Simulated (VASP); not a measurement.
A run of VASP 6.6.1:

INCAR

```
SYSTEM = Re2Sb
PREC = Accurate ; ENCUT = 520
EDIFF = 1E-7 ; ISMEAR = 0
SIGMA = 0.1 ; LREAL = .FALSE.
LASPH = .TRUE. ; NELM = 60
ALGO = Fast ; ISIF = 2
LWAVE = .FALSE. ; LCHARG = .TRUE.
GGA = PE ; LELF = .TRUE.
LVHAR = .TRUE. ; NBANDS = 16
```

File KPOINTS:

```
regular mesh
0
G
  12 12 14
  0 0 0
```

POSCAR

```
Re2Sb
1.0
    4.3817759334      0.0000000000      0.0000000000
   -2.1908879667      3.7947292720      0.0000000000
    0.0000000000      0.0000000000      3.3055131538
Re Sb
2 1
Direct
    0.3333333333      0.6666666667      0.5000000000
    0.6666666667      0.3333333333      0.5000000000
    0.0000000000      0.0000000000      0.0000000000
```

Potentials or basis: VASP PAW PBE potentials, release 64 (Re, Sb).

Launch:

```sh
$ cat potpaw_PBE.64/Re/POTCAR potpaw_PBE.64/Sb/POTCAR > POTCAR
$ mpirun -np 1 vasp_std > vasp.out
```

Hardware: 1 thread of Oxide Virtual Turin-like Processor, on a shared host.

Question: How long does it take, and how much memory?

Answer: It took 5.3 min on 1 thread of Oxide Virtual Turin-like Processor (shared host), peak memory 0.26 GiB. Counts: scf iterations 17, k points 152.
